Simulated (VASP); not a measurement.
# CdSe (scan) (R3m) in VASP: relaxation of the atoms with r2SCAN

Aim: the relaxation of the atoms of CdSe (scan) with r2SCAN.

Everything below comes from runs of VASP 6.6.1. Logs are shortened: lines on timing, memory, paths and dates and some standing lists are left out, and cuts for length are marked.

### Step 1. The cell of the first run

It takes space group R3m (No. 160, trigonal). Conventional cell: a = 4.351 Å, b = 4.351 Å, c = 10.518 Å, α = 90.00°, β = 90.00°, γ = 120.00°. Within 3.5 Å of Cd (site symmetry 3m) lie 4 Se at 2.65 Å. Within 3.5 Å of Se (site symmetry 3m) lie 4 Cd at 2.65 Å.

### Step 2. Relaxation of the atoms, r2SCAN (strained cell)

The input, POSCAR:

```
CdSe
1.0
   -0.0268922944      3.0496607589      3.0496607589
    3.0496607589     -0.0268922944      3.0496607589
    3.0496607589      3.0496607589     -0.0268922944
Cd Se
1 1
Direct
   -0.0009446140     -0.0009446140     -0.0009446140
    0.2509446140      0.2509446140      0.2509446140
```

The input, INCAR.step1:

```
  PREC = Accurate
  ENCUT = 500
  ISMEAR = 0
  SIGMA = 0.02
  LREAL = False
  LASPH = True
  NELM = 120
  GGA = PE
  ALGO = Normal
  EDIFF = 1E-5
  LWAVE = True
  LCHARG = False
  GGA_COMPAT = False
  IBRION = 2
  EDIFFG = -0.01
  NELMIN = 4
  NSW = 100
```

The input, INCAR.step2:

```
  PREC = Accurate
  ENCUT = 500
  EDIFF = 1E-7
  ISMEAR = 0
  SIGMA = 0.02
  LREAL = False
  LASPH = True
  NELM = 120
  ALGO = Normal
  ISIF = 2
  LWAVE = False
  LCHARG = False
  METAGGA = R2SCAN
  LMIXTAU = True
  IBRION = 2
  NSW = 60
  EDIFFG = -0.002
  ISTART = 1
  GGA_COMPAT = False
  NELMIN = 4
```

The input, KPOINTS:

```
regular mesh
0
Gamma
  6 6 6
```

Potentials or basis: VASP PAW PBE potentials, release 64 (Cd, Se).

Command:

```
cat potpaw_PBE.64/Cd/POTCAR potpaw_PBE.64/Se/POTCAR > POTCAR
cp INCAR.step1 INCAR
mpirun -np 1 vasp_std > vasp.out
cp INCAR.step2 INCAR
mpirun -np 1 vasp_std > vasp.out
```

OUTCAR:

```text
PREC = Accurate
   ENCUT = 500
   EDIFF = 1E-7
   ISMEAR = 0
   LREAL = False
   LASPH = True
   NELM = 120
   ISIF = 2
   METAGGA = R2SCAN
   IBRION = 2
   NSW = 60
   EDIFFG = -0.002
   ISTART = 1
   NELMIN = 4

 ion  position               nearest neighbor table
   1  0.999  0.999  0.999-   2 2.65   2 2.65   2 2.65   2 2.65
   2  0.251  0.251  0.251-   1 2.65   1 2.65   1 2.65   1 2.65

  LATTYP: Found a trigonal (rhomboedric) cell.
 ALAT       =     4.3129554466
 COS(alpha) =     0.4911627772

  Lattice vectors:

 A1 = (  -0.0268922944,   3.0496607589,   3.0496607589)
 A2 = (   3.0496607589,  -0.0268922944,   3.0496607589)
 A3 = (   3.0496607589,   3.0496607589,  -0.0268922944)

Analysis of symmetry for initial positions (statically):
=====================================================================
 Subroutine PRICEL returns:
 Original cell was already a primitive cell.

 Routine SETGRP: Setting up the symmetry group for a
 trigonal (rhombohedral) supercell.

 Subroutine GETGRP returns: Found  6 space group operations
 (whereof  6 operations were pure point group operations)
 out of a pool of 12 trial point group operations.

The static configuration has the point symmetry C_3v.

Analysis of symmetry for dynamics (positions and initial velocities):
=====================================================================
 Subroutine PRICEL returns:
 Original cell was already a primitive cell.

 Routine SETGRP: Setting up the symmetry group for a
 trigonal (rhombohedral) supercell.

 Subroutine GETGRP returns: Found  6 space group operations
 (whereof  6 operations were pure point group operations)
 out of a pool of 12 trial point group operations.

The dynamic configuration has the point symmetry C_3v.

 Subroutine INISYM returns: Found  6 space group operations
 (whereof  6 operations are pure point group operations),
 and found     1 'primitive' translations

----------------------------------------------------------------------------------------

                                     Primitive cell

  volume of cell :      57.4766

  direct lattice vectors                    reciprocal lattice vectors
    -0.026892294  3.049660759  3.049660759    -0.161799812  0.163239277  0.163239277
     3.049660759 -0.026892294  3.049660759     0.163239277 -0.161799812  0.163239277
     3.049660759  3.049660759 -0.026892294     0.163239277  0.163239277 -0.161799812

  length of vectors
     4.312955447  4.312955447  4.312955447     0.281910095  0.281910095  0.281910095

  position of ions in fractional coordinates (direct lattice)
     0.999055386  0.999055386  0.999055386
     0.250944614  0.250944614  0.250944614

  ion indices of the primitive-cell ions
   primitive index   ion index
                 1           1
                 2           2

----------------------------------------------------------------------------------------

 KPOINTS: regular mesh

Automatic generation of k-mesh.
 Grid dimensions read from file:
 generate k-points for:    6    6    6

 Generating k-lattice:

  Cartesian coordinates                     Fractional coordinates (reciprocal lattice)
    -0.026966635  0.027206546  0.027206546     0.166666667  0.000000000  0.000000000
     0.027206546 -0.026966635  0.027206546     0.000000000  0.166666667  0.000000000
     0.027206546  0.027206546 -0.026966635     0.000000000  0.000000000  0.166666667

  Length of vectors
     0.046985016  0.046985016  0.046985016

  Shift w.r.t. Gamma in fractional coordinates (k-lattice)
     0.000000000  0.000000000  0.000000000

 Subroutine IBZKPT returns following result:
 ===========================================

 Found     32 irreducible k-points:

 Following reciprocal coordinates:
            Coordinates               Weight
  0.000000  0.000000  0.000000      1.000000
  0.166667  0.000000 -0.000000      6.000000
  0.333333  0.000000  0.000000      6.000000
  0.500000  0.000000  0.000000      3.000000
  0.166667  0.166667 -0.000000      6.000000
  0.333333  0.166667  0.000000     12.000000
[... 16 lines left out ...]
  0.500000  0.500000  0.166667      6.000000
 -0.333333  0.500000  0.166667     12.000000
 [... further k-points ...]
   k-points           NKPTS =     32   k-points in BZ     NKDIM =     32   number of bands    NBANDS=     13
   number of dos      NEDOS =    301   number of ions     NIONS =      2
   total plane-waves  NPLWV =  32768
   dimension x,y,z NGX =    32 NGY =   32 NGZ =   32
   dimension x,y,z NGXF=    64 NGYF=   64 NGZF=   64
   ions per type =               1   1
   NGX,Y,Z   is equivalent  to a cutoff of  12.33, 12.33, 12.33 a.u.
   NGXF,Y,Z  is equivalent  to a cutoff of  24.67, 24.67, 24.67 a.u.
 SYSTEM =  unknown system
   PREC   = accura    normal or accurate (medium, high low for compatibility)
   ISTART =      1    job   : 0-new  1-cont  2-samecut
   ICHARG =      0    charge: 1-file 2-atom 10-const
   ISPIN  =      1    spin polarized calculation?
   LNONCOLLINEAR =      F non collinear calculations
   LSORBIT =      F    spin-orbit coupling
   LASPH  =      T    aspherical Exc in radial PAW
   ENCUT  =  500.0 eV  36.75 Ry    6.06 a.u.   7.86  7.86  7.86*2*pi/ulx,y,z
   NELM   =    120;   NELMIN=  4; NELMDL=  0     # of ELM steps
   EDIFF  = 0.1E-06   stopping-criterion for ELM
   LREAL  =      F    real-space projection
   EDIFFG = -.2E-02   stopping-criterion for IOM
   NSW    =     60    number of steps for IOM
   IBRION =      2    ionic relax: 0-MD 1-quasi-New 2-CG
   NFREE  =      1    steps in history (QN), initial steepest desc. (CG)
   ISIF   =      2    stress and relaxation
   ISYM   =      2    0-nonsym 1-usesym 2-fastsym
   POTIM  = 0.5000    time-step for ionic-motion
   TEBEG  =    0.0;   TEEND  =   0.0 temperature during run
   PSTRESS=    0.0 pullay stress
   NELECT =      18.0000    total number of electrons
   NUPDOWN=      -1.0000    fix difference up-down
   EMIN   =  10.00;   EMAX   =-10.00  energy-range for DOS
   EFERMI =   0.00;   METHOD = LEGACY
   ISMEAR =     0;   SIGMA  =   0.02  broadening in eV -4-tet -1-fermi 0-gaus
   EFERMI_NEDOS =   21; number of points for ismear=-14 and -15
   IALGO  =     38    algorithm
   IMIX   =      4    mixing-type and parameters
     AMIX     =   0.40;   BMIX     =  1.00
     AMIX_MAG =   1.60;   BMIX_MAG =  1.00
  volume/ion in A,a.u.               =      28.74       193.94
  Fermi-wavevector in a.u.,A,eV,Ry     =   1.111737  2.100878 16.816233  1.235958
  Thomas-Fermi vector in A             =   2.248303
   LORBIT       =      0    0 simple, 1 ext, 2 COOP (PROOUT), +10 PAW based schemes
   METAGGA = R2SCAN    functional components
   LHFCALC =     F    Hartree Fock is set to
   AEXX    =    0.0000 exact exchange contribution
   IVDW    =     0    specifies the selected vdW correction
   LEPSILON=     F    determine dielectric tensor
   LRPA    =     F    only Hartree local field effects (RPA)
 conjugate gradient relaxation of ions
 non-spin polarized calculation
 Gauss-broadening in eV      SIGMA  =   0.02
  energy-cutoff  :      500.00
  volume of cell :       57.48
 maximum number of plane-waves:      1470
   NGX = 15   NGY = 15   NGZ = 15

 number of electron      18.0000006 magnetization

 Free energy of the ion-electron system (eV)
  ---------------------------------------------------
  ext. energy  EPLUGINS =         0.00000000
  ---------------------------------------------------
  free energy    TOTEN  =       -35.91135053 eV

  energy without entropy =      -35.91135053  energy(sigma->0) =      -35.91135053

 E-fermi :   0.6648     XC(G=0):  -9.3244

 val. band max:        0.5138985033   @ k =   0.0000   0.0000   0.0000
 cond. band min:       1.5112078697   @ k =   0.0000   0.0000   0.0000
 fundamental gap:      0.9973093664
 Fermi energy:         0.6648107439

 k-point     1 :       0.0000    0.0000    0.0000
  band No.  band energies     occupation
      1     -12.4197      2.00000
      2      -7.6245      2.00000
      3      -7.6245      2.00000
      4      -7.6191      2.00000
      5      -7.2454      2.00000
      6      -7.2454      2.00000
      7       0.4571      2.00000
      8       0.4571      2.00000
      9       0.5139      2.00000
     10       1.5112      0.00000
     11       6.8996      0.00000
     12       6.8996      0.00000
     13       7.0504      0.00000

 k-point     2 :       0.1667    0.0000   -0.0000
  band No.  band energies     occupation
      1     -12.3310      2.00000
      2      -7.5956      2.00000
      3      -7.5922      2.00000
      4      -7.5314      2.00000
      5      -7.2465      2.00000
      6      -7.2454      2.00000
      7      -1.1470      2.00000
      8       0.2555      2.00000
      9       0.3088      2.00000
     10       2.7645      0.00000
     11       6.6291      0.00000
     12       7.2338      0.00000
     13       7.3371      0.00000

 k-point     3 :       0.3333    0.0000    0.0000
  band No.  band energies     occupation
      1     -12.1512      2.00000
      2      -7.5462      2.00000
      3      -7.5451      2.00000
      4      -7.2376      2.00000
      5      -7.2360      2.00000
      6      -7.2275      2.00000
      7      -2.9743      2.00000
      8      -0.1042      2.00000
      9      -0.0481      2.00000
     10       3.3384      0.00000
     11       7.3988      0.00000
     12       7.4863      0.00000
     13       7.5352      0.00000
[... 305 lines left out ...]
 k-point    23 :       0.5000    0.5000    0.1667
  band No.  band energies     occupation
      1     -11.9717      2.00000
      2      -7.4476      2.00000
      3      -7.4022      2.00000
      4      -7.3432      2.00000
      5      -7.2020      2.00000
      6      -6.9025      2.00000
      7      -3.3332      2.00000
      8      -1.5672      2.00000
      9      -1.1272      2.00000
     10       4.3708      0.00000
     11       5.3816      0.00000
     12       8.6721      0.00000
     13       9.8297      0.00000

 k-point    24 :      -0.3333    0.5000    0.1667
  band No.  band energies     occupation
      1     -11.9448      2.00000
      2      -7.4310      2.00000
      3      -7.4150      2.00000
      4      -7.3084      2.00000
      5      -7.2181      2.00000
      6      -6.8005      2.00000
      7      -3.4287      2.00000
      8      -1.6407      2.00000
      9      -1.5793      2.00000
     10       5.1683      0.00000
     11       5.5163      0.00000
     12       8.5576      0.00000
     13       8.9801      0.00000

 [... further k-points ...]
[... 5 lines left out ...]
  --------------------------------------------------------------------------------------
  -------------------------------------------------------------------------------------
  Total        0.1568353      0.1568353      0.1568353      0.0710126      0.0710126      0.0710126
  in kB        4.3718299      4.3718299      4.3718299      1.9794955      1.9794955      1.9794955
  external PRESSURE =       4.3718299 kB  Pullay stress =       0.0000000 kB

 VOLUME and BASIS-vectors are now :
 -----------------------------------------------------------------------------
  energy-cutoff  :      500.00
  volume of cell :       57.48
      direct lattice vectors                 reciprocal lattice vectors
    -0.026892294  3.049660759  3.049660759    -0.161799812  0.163239277  0.163239277
     3.049660759 -0.026892294  3.049660759     0.163239277 -0.161799812  0.163239277
     3.049660759  3.049660759 -0.026892294     0.163239277  0.163239277 -0.161799812

 POSITION                                       TOTAL-FORCE (eV/Angst)
 -----------------------------------------------------------------------------------
      6.06669      6.06669      6.06669        -0.000831     -0.000831     -0.000831
      1.52384      1.52384      1.52384         0.000831      0.000831      0.000831
 -----------------------------------------------------------------------------------
    total drift:                               -0.000075     -0.000075     -0.000075

  FREE ENERGIE OF THE ION-ELECTRON SYSTEM (eV)
  ---------------------------------------------------
  free  energy   TOTEN  =       -35.9113505262 eV

  energy  without entropy=      -35.9113505262  energy(sigma->0) =      -35.91135053

 reached required accuracy - stopping structural energy minimisation
```

Wall time 1.9 min (1 thread of Intel Xeon 8259CL, shared host); peak memory 0.19 GiB.

What came out:

```yaml
Free_energy: -35.9114 eV
Pressure_after_relaxing: 0.4 GPa
Band_gap_on_the_k_mesh: 1.00 eV, direct
```

Final structure:
```cif
data_structure
_symmetry_space_group_name_H-M 'P 1'
_symmetry_Int_Tables_number 1
_cell_length_a 4.3130
_cell_length_b 4.3130
_cell_length_c 4.3130
_cell_angle_alpha 60.583
_cell_angle_beta 60.583
_cell_angle_gamma 60.583
_cell_volume 57.48
loop_
_atom_site_label
_atom_site_type_symbol
_atom_site_fract_x
_atom_site_fract_y
_atom_site_fract_z
_atom_site_occupancy
Cd1 Cd 0.99906 0.99906 0.99906 1
Se1 Se 0.25094 0.25094 0.25094 1
```

Caveat: the cell differs from its parent crystal (strained cell); the relaxation stopped at its first step, so nothing moved; the PAW data sets were made with another functional, which shifts forces and pressure a little.
